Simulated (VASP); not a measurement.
# Ti (Pm-3m) in VASP: further runs, part 2 of 2

VASP 6.6.1. The steps go on from the part before.

### Step 4. Single point, PBEsol (volume scaled by 0.76)

INCAR reads:

```
  ALGO = Normal
  EDIFF = 1E-6
  ENCUT = 520
  GGA = PS
  ISIF = 2
  ISMEAR = -1
  LASPH = True
  LCHARG = True
  LELF = True
  LREAL = False
  LVHAR = True
  LWAVE = False
  NBANDS = 12
  NELM = 100
  PREC = Accurate
  SIGMA = 0.08
```

KPOINTS reads:

```
k-points
0
Gamma
  14 14 14
```

POSCAR reads:

```
Ti
1.0
    2.3688897519      0.0000000000      0.0000000000
    0.0000000000      2.3688897519      0.0000000000
    0.0000000000      0.0000000000      2.3688897519
Ti
1
Direct
    0.0000000000      0.0000000000      0.0000000000
```

Potentials or basis: VASP PAW PBE potentials, release 64 (Ti_sv).

Command:

```console
$ cat potpaw_PBE.64/Ti_sv/POTCAR > POTCAR
$ mpirun -np 1 vasp_std > vasp.out
```

OUTCAR:

```text
EDIFF = 1E-6
   ENCUT = 520
   GGA = PS
   ISIF = 2
   ISMEAR = -1
   LASPH = True
   LREAL = False
   NELM = 100
   PREC = Accurate

 ion  position               nearest neighbor table
   1  0.000  0.000  0.000-

  LATTYP: Found a simple cubic cell.
 ALAT       =     2.3688897519

  Lattice vectors:

 A1 = (   2.3688897519,   0.0000000000,   0.0000000000)
 A2 = (   0.0000000000,   2.3688897519,   0.0000000000)
 A3 = (   0.0000000000,   0.0000000000,   2.3688897519)

Analysis of symmetry for initial positions (statically):
=====================================================================
 Subroutine PRICEL returns:
 Original cell was already a primitive cell.

 Routine SETGRP: Setting up the symmetry group for a
 simple cubic supercell.

 Subroutine GETGRP returns: Found 48 space group operations
 (whereof 48 operations were pure point group operations)
 out of a pool of 48 trial point group operations.

The static configuration has the point symmetry O_h .

Analysis of symmetry for dynamics (positions and initial velocities):
=====================================================================
 Subroutine PRICEL returns:
 Original cell was already a primitive cell.

 Routine SETGRP: Setting up the symmetry group for a
 simple cubic supercell.

 Subroutine GETGRP returns: Found 48 space group operations
 (whereof 48 operations were pure point group operations)
 out of a pool of 48 trial point group operations.

The dynamic configuration has the point symmetry O_h .

 Subroutine INISYM returns: Found 48 space group operations
 (whereof 48 operations are pure point group operations),
 and found     1 'primitive' translations

----------------------------------------------------------------------------------------

                                     Primitive cell

  volume of cell :      13.2934

  direct lattice vectors                    reciprocal lattice vectors
[... 111 lines left out ...]
   LHFCALC =     F    Hartree Fock is set to
   AEXX    =    0.0000 exact exchange contribution
   IVDW    =     0    specifies the selected vdW correction
   LEPSILON=     F    determine dielectric tensor
   LRPA    =     F    only Hartree local field effects (RPA)
 non-spin polarized calculation
  energy-cutoff  :      520.00
  volume of cell :       13.29
 maximum number of plane-waves:       370
 NGX is ok and might be reduce to    18
   NGX =  9   NGY =  9   NGZ =  9

 number of electron      11.9999993 magnetization

 Free energy of the ion-electron system (eV)
  ---------------------------------------------------
  ext. energy  EPLUGINS =         0.00000000
  ---------------------------------------------------
  free energy    TOTEN  =        -7.12577163 eV

  energy without entropy =       -7.08985921  energy(sigma->0) =       -7.10781542

 E-fermi :  11.1540     XC(G=0): -12.8748

 val. band max:       11.1358039800   @ k =   0.2857   0.0714   0.0000
 cond. band min:      11.1613979595   @ k =   0.2857   0.0714   0.0714
 fundamental gap:      0.0255939795
 Fermi energy:        11.1540345429

 k-point     1 :       0.0000    0.0000    0.0000
  band No.  band energies     occupation
      1     -45.0742      2.00000
      2     -20.2035      2.00000
      3     -20.2035      2.00000
      4     -20.2035      2.00000
      5       4.8805      2.00000
      6       8.9859      2.00000
      7       8.9859      2.00000
      8      16.6553      0.00000
      9      16.6553      0.00000
     10      16.6553      0.00000
     11      30.7187      0.00000
     12      30.7187      0.00000
[... 331 lines left out ...]
 k-point    24 :       0.3571    0.2143    0.0000
  band No.  band energies     occupation
      1     -44.6167      2.00000
      2     -21.8416      2.00000
      3     -20.8571      2.00000
      4     -19.9661      2.00000
      5       8.5451      2.00000
      6      10.2367      1.99998
      7      12.1353      0.00001
      8      14.4184      0.00000
      9      14.8057      0.00000
     10      15.7639      0.00000
     11      22.9584      0.00000
     12      28.7637      0.00000

 [... further k-points ...]

------------------------ aborting loop because EDIFF is reached ----------------------------------------

  FORCE on cell =-STRESS in cart. coord.  units (eV):
  Direction    XX          YY          ZZ          XY          YZ          ZX
  --------------------------------------------------------------------------------------
  -------------------------------------------------------------------------------------
  Total        3.1050618      3.1050618      3.1050618      0.0000000      0.0000000      0.0000000
  in kB      374.2366233    374.2366233    374.2366233      0.0000000      0.0000000      0.0000000
  external PRESSURE =     374.2366233 kB  Pullay stress =       0.0000000 kB

 VOLUME and BASIS-vectors are now :
 -----------------------------------------------------------------------------
  energy-cutoff  :      520.00
  volume of cell :       13.29
      direct lattice vectors                 reciprocal lattice vectors
     2.368889752  0.000000000  0.000000000     0.422138683  0.000000000  0.000000000
     0.000000000  2.368889752  0.000000000     0.000000000  0.422138683  0.000000000
     0.000000000  0.000000000  2.368889752     0.000000000  0.000000000  0.422138683

 POSITION                                       TOTAL-FORCE (eV/Angst)
 -----------------------------------------------------------------------------------
      0.00000      0.00000      0.00000         0.000000      0.000000      0.000000
 -----------------------------------------------------------------------------------
    total drift:                                0.000000      0.000000     -0.000000

  FREE ENERGIE OF THE ION-ELECTRON SYSTEM (eV)
  ---------------------------------------------------
  free  energy   TOTEN  =        -7.1257716304 eV

  energy  without entropy=       -7.0898592150  energy(sigma->0) =       -7.10781542
```

Wall time 11 s (1 thread of AMD EPYC 7R43 (Zen 3), shared host); peak memory 0.1 GiB.

Results:

```yaml
Free_energy: -7.1258 eV
Pressure: 37.4 GPa
Band_gap_on_the_k_mesh: zero (band 6 reaches 12.24 eV, above the bottom of band 7 at 8.91 eV)
```

Levels at points of the mesh, in eV from the Fermi level:
```
           k point  band 4  band 5  band 6  band 7  band 8  band 9
(0.00, 0.00, 0.00)  -31.36   -6.27   -2.17   -2.17    5.50    5.50
(0.50, 0.00, 0.00)  -31.15   -1.79   -1.10    0.43    2.57    2.57
(0.50, 0.50, 0.00)  -30.97   -4.42   -0.03    3.25    3.25    7.28
(0.50, 0.50, 0.50)  -32.80   -2.24   -2.24   -2.24    7.44    7.44
```

Caveat: the PAW data sets were made with another functional, which shifts forces and pressure a little.

### Step 5. Summary

| cell | gap on the mesh (eV) | pressure (GPa) |
| --- | --- | --- |
| a = 2.189 Å, 1 atom | none | 105.4 |
| a = 2.283 Å, 1 atom | none | 63.6 |
| a = 2.369 Å, 1 atom | none | 37.4 |

Alike in all rows: task single point; level PBEsol; potentials or basis VASP PAW PBE potentials, release 64 (Ti_sv); no spin polarisation; k mesh 14 × 14 × 14; cutoff (eV) 520; smearing fermi-dirac 0.08 eV.

Caveats: the PAW data sets were made with another functional, which shifts forces and pressure a little.

Total energies depend on the potentials used, so only differences within one code and one set of settings carry meaning.
